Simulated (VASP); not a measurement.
# NiO2 (P-3m1) in VASP: notebook

NiO2 is run at these levels: LDA; tasks: single point.

Program: VASP 6.6.1. These are calculated values, not measurements. Logs are shortened: lines on timing, memory, paths and dates and some standing lists are left out, and cuts for length are marked.

## Step 1: The cell of the first run

Symmetry: P-3m1, No. 164, trigonal system. The conventional cell has a = 2.724 Å, b = 2.724 Å, c = 4.327 Å, α = 90.00°, β = 90.00°, γ = 120.00°. Ni (site symmetry -3m) has 6 O at 1.84 Å within 2.4 Å. Within 2.4 Å of O (site symmetry 3m) lie 3 Ni at 1.84 Å.

## Step 2: Single point, LDA (c/a of the conventional cell at fixed volume 1.5884)

Input file INCAR:

```
SYSTEM = NiO2
PREC = Accurate
ENCUT = 520
EDIFF = 1E-6
ISMEAR = 0
SIGMA = 0.05
LREAL = .FALSE.
LASPH = .TRUE.
NELM = 100
ALGO = Normal
ISIF = 2
LWAVE = .FALSE.
LCHARG = .FALSE.
NBANDS = 18
```

Input file KPOINTS:

```
Automatic mesh
0
G
  12 12 6
  0 0 0
```

Input file POSCAR:

```
NiO2
1.0
    2.7239885620      0.0000000000      0.0000000000
   -1.3619942810      2.3590432943      0.0000000000
    0.0000000000      0.0000000000      4.3267834318
Ni O
1 2
Direct
    0.0000000000      0.0000000000      0.5000000000
    0.6666666667      0.3333333333      0.7186230907
    0.3333333333      0.6666666667      0.2813769093
```

Potentials or basis: VASP PAW LDA potentials, release 64 (Ni, O).

Run with:

```console
$ cat potpaw_LDA.64/Ni/POTCAR potpaw_LDA.64/O/POTCAR > POTCAR
$ mpirun -np 1 vasp_std > vasp.out
```

OUTCAR:

```text
SYSTEM = NiO2
   PREC = Accurate
   ENCUT = 520
   EDIFF = 1E-6
   ISMEAR = 0
   LREAL = .FALSE.
   LASPH = .TRUE.
   NELM = 100
   ISIF = 2

 ion  position               nearest neighbor table
   1  0.000  0.000  0.500-   2 1.84   3 1.84   3 1.84   2 1.84   2 1.84   3 1.84
   2  0.667  0.333  0.719-   1 1.84   1 1.84   1 1.84
   3  0.333  0.667  0.281-   1 1.84   1 1.84   1 1.84

  LATTYP: Found a hexagonal cell.
 ALAT       =     2.7239885620
 C/A-ratio  =     1.5884000000

  Lattice vectors:

 A1 = (   2.7239885620,   0.0000000000,   0.0000000000)
 A2 = (  -1.3619942810,   2.3590432943,   0.0000000000)
 A3 = (   0.0000000000,   0.0000000000,   4.3267834318)

Analysis of symmetry for initial positions (statically):
=====================================================================
 Subroutine PRICEL returns:
 Original cell was already a primitive cell.

 Routine SETGRP: Setting up the symmetry group for a
 hexagonal supercell.

 Subroutine GETGRP returns: Found 12 space group operations
 (whereof 12 operations were pure point group operations)
 out of a pool of 24 trial point group operations.

The static configuration has the point symmetry D_3d.

Analysis of symmetry for dynamics (positions and initial velocities):
=====================================================================
 Subroutine PRICEL returns:
 Original cell was already a primitive cell.

 Routine SETGRP: Setting up the symmetry group for a
 hexagonal supercell.

 Subroutine GETGRP returns: Found 12 space group operations
 (whereof 12 operations were pure point group operations)
 out of a pool of 24 trial point group operations.

The dynamic configuration has the point symmetry D_3d.

 Subroutine INISYM returns: Found 12 space group operations
 (whereof 12 operations are pure point group operations),
 and found     1 'primitive' translations

----------------------------------------------------------------------------------------

                                     Primitive cell

  volume of cell :      27.8039

  direct lattice vectors                    reciprocal lattice vectors
     2.723988562  0.000000000  0.000000000     0.367108737  0.211950328  0.000000000
    -1.361994281  2.359043294  0.000000000     0.000000000  0.423900656  0.000000000
     0.000000000  0.000000000  4.326783432     0.000000000  0.000000000  0.231118570

[... 82 lines left out ...]
   LASPH  =      T    aspherical Exc in radial PAW
   ENCUT  =  520.0 eV  38.22 Ry    6.18 a.u.   5.06  5.06  8.04*2*pi/ulx,y,z
   NELM   =    100;   NELMIN=  2; NELMDL= -5     # of ELM steps
   EDIFF  = 0.1E-05   stopping-criterion for ELM
   LREAL  =      F    real-space projection
   EDIFFG = 0.1E-04   stopping-criterion for IOM
   NSW    =      0    number of steps for IOM
   IBRION =     -1    ionic relax: 0-MD 1-quasi-New 2-CG
   NFREE  =      0    steps in history (QN), initial steepest desc. (CG)
   ISIF   =      2    stress and relaxation
   ISYM   =      2    0-nonsym 1-usesym 2-fastsym
   POTIM  = 0.5000    time-step for ionic-motion
   TEBEG  =    0.0;   TEEND  =   0.0 temperature during run
   PSTRESS=    0.0 pullay stress
   NELECT =      22.0000    total number of electrons
   NUPDOWN=      -1.0000    fix difference up-down
   EMIN   =  10.00;   EMAX   =-10.00  energy-range for DOS
   EFERMI =   0.00;   METHOD = LEGACY
   ISMEAR =     0;   SIGMA  =   0.05  broadening in eV -4-tet -1-fermi 0-gaus
   EFERMI_NEDOS =   21; number of points for ismear=-14 and -15
   IALGO  =     38    algorithm
   IMIX   =      4    mixing-type and parameters
     AMIX     =   0.40;   BMIX     =  1.00
     AMIX_MAG =   1.60;   BMIX_MAG =  1.00
  volume/ion in A,a.u.               =       9.27        62.54
  Fermi-wavevector in a.u.,A,eV,Ry     =   1.514190  2.861404 31.195034  2.292770
  Thomas-Fermi vector in A             =   2.623880
   LORBIT       =      0    0 simple, 1 ext, 2 COOP (PROOUT), +10 PAW based schemes
   GGA     = CA    functional components
   LHFCALC =     F    Hartree Fock is set to
   AEXX    =    0.0000 exact exchange contribution
   IVDW    =     0    specifies the selected vdW correction
   LEPSILON=     F    determine dielectric tensor
   LRPA    =     F    only Hartree local field effects (RPA)
 non-spin polarized calculation
 Gauss-broadening in eV      SIGMA  =   0.05
  energy-cutoff  :      520.00
  volume of cell :       27.80
 maximum number of plane-waves:       768
   NGX = 11   NGY = 11   NGZ = 17

 number of electron      21.9999981 magnetization

 Free energy of the ion-electron system (eV)
  ---------------------------------------------------
  ext. energy  EPLUGINS =         0.00000000
  ---------------------------------------------------
  free energy    TOTEN  =       -20.13980618 eV

  energy without entropy =      -20.13980618  energy(sigma->0) =      -20.13980618

 E-fermi :   4.1668     XC(G=0): -12.1755

 val. band max:        3.9284126600   @ k =   0.0833   0.0833   0.5000
 cond. band min:       4.7260545701   @ k =   0.2500  -0.0000   0.3333
 fundamental gap:      0.7976419101
 Fermi energy:         4.1667717213

 k-point     1 :       0.0000    0.0000    0.0000
  band No.  band energies     occupation
      1     -16.1645      2.00000
      2     -13.2794      2.00000
      3      -2.6966      2.00000
      4      -2.1155      2.00000
      5      -2.1155      2.00000
      6       1.4776      2.00000
[... 481 lines left out ...]
      5      -1.8723      2.00000
      6       0.3475      2.00000
[... 10 lines left out ...]
     17      21.8038      0.00000
     18      24.6611      0.00000

 [... further k-points ...]

------------------------ aborting loop because EDIFF is reached ----------------------------------------

  FORCE on cell =-STRESS in cart. coord.  units (eV):
  Direction    XX          YY          ZZ          XY          YZ          ZX
  --------------------------------------------------------------------------------------
  -------------------------------------------------------------------------------------
  Total        1.1444860      1.1444860     -0.2369123      0.0000000     -0.0000000      0.0000000
  in kB       65.9499891     65.9499891    -13.6518620      0.0000000     -0.0000000      0.0000000
  external PRESSURE =      39.4160387 kB  Pullay stress =       0.0000000 kB

 VOLUME and BASIS-vectors are now :
 -----------------------------------------------------------------------------
  energy-cutoff  :      520.00
  volume of cell :       27.80
      direct lattice vectors                 reciprocal lattice vectors
     2.723988562  0.000000000  0.000000000     0.367108737  0.211950328  0.000000000
    -1.361994281  2.359043294  0.000000000     0.000000000  0.423900656  0.000000000
     0.000000000  0.000000000  4.326783432     0.000000000  0.000000000  0.231118570

 POSITION                                       TOTAL-FORCE (eV/Angst)
 -----------------------------------------------------------------------------------
      0.00000      0.00000      2.16339         0.000000      0.000000      0.000000
      1.36199      0.78635      3.10933        -0.000000     -0.000000     -0.046046
     -0.00000      1.57270      1.21746         0.000000      0.000000      0.046046
 -----------------------------------------------------------------------------------
    total drift:                                0.000000     -0.000000     -0.000000

  FREE ENERGIE OF THE ION-ELECTRON SYSTEM (eV)
  ---------------------------------------------------
  free  energy   TOTEN  =       -20.1398061803 eV

  energy  without entropy=      -20.1398061803  energy(sigma->0) =      -20.13980618
```

Run time: 33 s. Hardware: 1 thread of Intel Xeon 6975P-C, shared host; peak memory 0.16 GiB.

Results:

```
Free energy            : -20.1398 eV
Pressure               : 3.9 GPa
Largest force          : 0.046 eV/Å
Band gap on the k mesh : 0.80 eV, indirect (least direct gap 1.02 eV)
```

Forces on the atoms (eV/Å):
```
Ni   0.000  0.000  0.000
O    0.000  0.000 -0.046
O    0.000  0.000  0.046
```

 Spin polarisation is off, so any magnetic state and its effect on volume and gap are missing.

## Step 3: Single point, LDA (c/a of the conventional cell at fixed volume 1.3905)

Input file INCAR:

```
PREC = Accurate
ENCUT = 520
EDIFF = 1E-6
ISMEAR = 0
SIGMA = 0.05
LREAL = False
LASPH = True
NELM = 60
ALGO = Normal
ISIF = 2
LWAVE = False
LCHARG = False
NBANDS = 18
```

Input file KPOINTS:

```
Automatic mesh
0
Gamma
  12 12 6
```

Input file POSCAR:

```
NiO2
1.0
    2.8475295614      0.0000000000      0.0000000000
   -1.4237647807      2.4660329382      0.0000000000
    0.0000000000      0.0000000000      3.9594898551
Ni O
1 2
Direct
    0.0000000000      0.0000000000      0.5000000000
    0.6666666667      0.3333333333      0.7067356968
    0.3333333333      0.6666666667      0.2932643032
```

Potentials or basis: VASP PAW LDA potentials, release 64 (Ni, O).

Run with:

```console
$ cat potpaw_LDA.64/Ni/POTCAR potpaw_LDA.64/O/POTCAR > POTCAR
$ mpirun -np 1 vasp_std > vasp.out
```

Wall time 38 s (1 thread of Intel Xeon 6975P-C, shared host); peak memory 0.17 GiB.

It converged, with:

```
Free energy            : -20.0233 eV
Pressure               : 2.5 GPa
Largest force          : 1.235 eV/Å
Band gap on the k mesh : 0.50 eV, indirect (least direct gap 0.96 eV)
```

Forces on the atoms (eV/Å):
```
Ni   0.000  0.000  0.000
O    0.000  0.000  1.235
O    0.000  0.000 -1.235
```

Stress tensor (GPa, compression positive):
```
-2.01  0.00  0.00
 0.00 -2.01  0.00
 0.00  0.00 11.40
```

Levels at points of the mesh, in eV from the valence-band top:
```csv
k point,band 7,band 8,band 9,band 10,band 11,band 12,band 13,band 14,band 15,band 16
"(0.00, 0.00, 0.00)",-2.49,-1.60,-1.60,-0.69,-0.39,2.02,2.02,7.76,10.71,17.64
"(0.50, 0.00, 0.00)",-3.94,-2.50,-2.27,-2.10,-1.23,1.11,2.13,12.38,12.68,14.03
"(0.00, 0.00, 0.50)",-2.51,-2.51,-1.72,-1.72,-0.03,2.14,2.14,9.80,10.64,16.07
"(0.50, 0.00, 0.50)",-3.70,-2.28,-2.06,-1.35,-1.29,1.12,1.92,10.94,13.00,15.12
```

Caveat: forces of over 1 eV/Å act on the atoms, so gaps and moduli don't describe the material at rest.

## Step 4: Single point, LDA (c/a of the conventional cell at fixed volume 1.7203)

Input file INCAR:

```
ALGO = Normal ; EDIFF = 1E-6
ENCUT = 520 ; GGA = CA
ISIF = 2 ; ISMEAR = 0
LASPH = T ; LCHARG = T
LELF = T ; LREAL = F
LVHAR = T ; LWAVE = F
NBANDS = 18 ; NELM = 80
PREC = Accurate ; SIGMA = 0.05
```

Input file KPOINTS:

```
k-points
0
Gamma
  12 12 6
```

Input file POSCAR:

```
NiO2
1.0
    2.6525108924      0.0000000000      0.0000000000
   -1.3262554462      2.2971418167      0.0000000000
    0.0000000000      0.0000000000      4.5631144882
Ni O
1 2
Direct
    0.0000000000      0.0000000000      0.5000000000
    0.6666666667      0.3333333333      0.7186230907
    0.3333333333      0.6666666667      0.2813769093
```

Potentials or basis: VASP PAW LDA potentials, release 64 (Ni, O).

Run with:

```console
$ cat potpaw_LDA.64/Ni/POTCAR potpaw_LDA.64/O/POTCAR > POTCAR
$ mpirun -np 1 vasp_std > vasp.out
```

OUTCAR:

```text
EDIFF = 1E-6
   ENCUT = 520
   GGA = CA
   ISIF = 2
   ISMEAR = 0
   LASPH = T
   LREAL = F
   NELM = 80
   PREC = Accurate

 ion  position               nearest neighbor table
   1  0.000  0.000  0.500-   2 1.83   3 1.83   2 1.83   3 1.83   2 1.83   3 1.83
   2  0.667  0.333  0.719-   1 1.83   1 1.83   1 1.83
   3  0.333  0.667  0.281-   1 1.83   1 1.83   1 1.83

  LATTYP: Found a hexagonal cell.
 ALAT       =     2.6525108924
 C/A-ratio  =     1.7203000000

  Lattice vectors:

 A1 = (   2.6525108924,   0.0000000000,   0.0000000000)
 A2 = (  -1.3262554462,   2.2971418167,   0.0000000000)
 A3 = (   0.0000000000,   0.0000000000,   4.5631144882)

Analysis of symmetry for initial positions (statically):
=====================================================================
 Subroutine PRICEL returns:
 Original cell was already a primitive cell.

 Routine SETGRP: Setting up the symmetry group for a
 hexagonal supercell.

 Subroutine GETGRP returns: Found 12 space group operations
[... 160 lines left out ...]
  ---------------------------------------------------
  ext. energy  EPLUGINS =         0.00000000
  ---------------------------------------------------
  free energy    TOTEN  =       -20.00264385 eV

  energy without entropy =      -20.00264385  energy(sigma->0) =      -20.00264385

 E-fermi :   3.9891     XC(G=0): -12.1227

 val. band max:        3.7634468602   @ k =   0.0833   0.0833   0.5000
 cond. band min:       4.7070440635   @ k =   0.2500  -0.0000   0.3333
 fundamental gap:      0.9435972033
 Fermi energy:         3.9890707797

 k-point     1 :       0.0000    0.0000    0.0000
  band No.  band energies     occupation
      1     -16.3123      2.00000
      2     -13.7129      2.00000
      3      -2.9695      2.00000
      4      -2.0109      2.00000
      5      -2.0109      2.00000
      6       1.3523      2.00000
[... 481 lines left out ...]
      5      -1.7877      2.00000
      6       0.2330      2.00000
[... 10 lines left out ...]
     17      22.4995      0.00000
     18      24.8501      0.00000

 [... further k-points ...]
[... 5 lines left out ...]
  --------------------------------------------------------------------------------------
  -------------------------------------------------------------------------------------
  Total        2.8871975      2.8871975     -0.9283609     -0.0000000      0.0000000     -0.0000000
  in kB      166.3721897    166.3721897    -53.4959707     -0.0000000      0.0000000     -0.0000000
  external PRESSURE =      93.0828029 kB  Pullay stress =       0.0000000 kB

 VOLUME and BASIS-vectors are now :
 -----------------------------------------------------------------------------
  energy-cutoff  :      520.00
  volume of cell :       27.80
      direct lattice vectors                 reciprocal lattice vectors
     2.652510892  0.000000000  0.000000000     0.377001279  0.217661790  0.000000000
    -1.326255446  2.297141817  0.000000000     0.000000000  0.435323580  0.000000000
     0.000000000  0.000000000  4.563114488     0.000000000  0.000000000  0.219148567

 POSITION                                       TOTAL-FORCE (eV/Angst)
 -----------------------------------------------------------------------------------
      0.00000      0.00000      2.28156        -0.000000      0.000000     -0.000000
      1.32626      0.76571      3.27916        -0.000000      0.000000     -0.359177
     -0.00000      1.53143      1.28396         0.000000     -0.000000      0.359177
 -----------------------------------------------------------------------------------
    total drift:                                0.000000     -0.000000     -0.000000

  FREE ENERGIE OF THE ION-ELECTRON SYSTEM (eV)
  ---------------------------------------------------
  free  energy   TOTEN  =       -20.0026438499 eV

  energy  without entropy=      -20.0026438499  energy(sigma->0) =      -20.00264385
```

stdout:

```text
POSCAR found type information on POSCAR NiO
 POSCAR found :  2 types and       3 ions
 scaLAPACK will be used
 LDA part: xc-table for (Slater(with rela. corr.)+CA(PZ))
 , standard interpolation
 POSCAR, INCAR and KPOINTS ok, starting setup
 FFT: planning ... GRIDC
 FFT: planning ... GRID_SOFT
 FFT: planning ... GRID
 WAVECAR not read
 entering main loop
```

It took 36 s on 1 thread of Intel Xeon 6975P-C, shared host; peak memory 0.16 GiB.

What came out:

```
Free energy            : -20.0026 eV
Pressure               : 9.3 GPa
Largest force          : 0.359 eV/Å
Band gap on the k mesh : 0.94 eV, indirect (least direct gap 1.10 eV)
```

Forces in eV/Å, atoms in the order of the input:
```
Ni   0.000  0.000  0.000
O    0.000  0.000 -0.359
O    0.000  0.000  0.359
```

Stress tensor (GPa, compression positive):
```
16.64  0.00  0.00
 0.00 16.64  0.00
 0.00  0.00 -5.35
```

 A k mesh can miss the band edges.

(Part 1 of 2 ends here.)
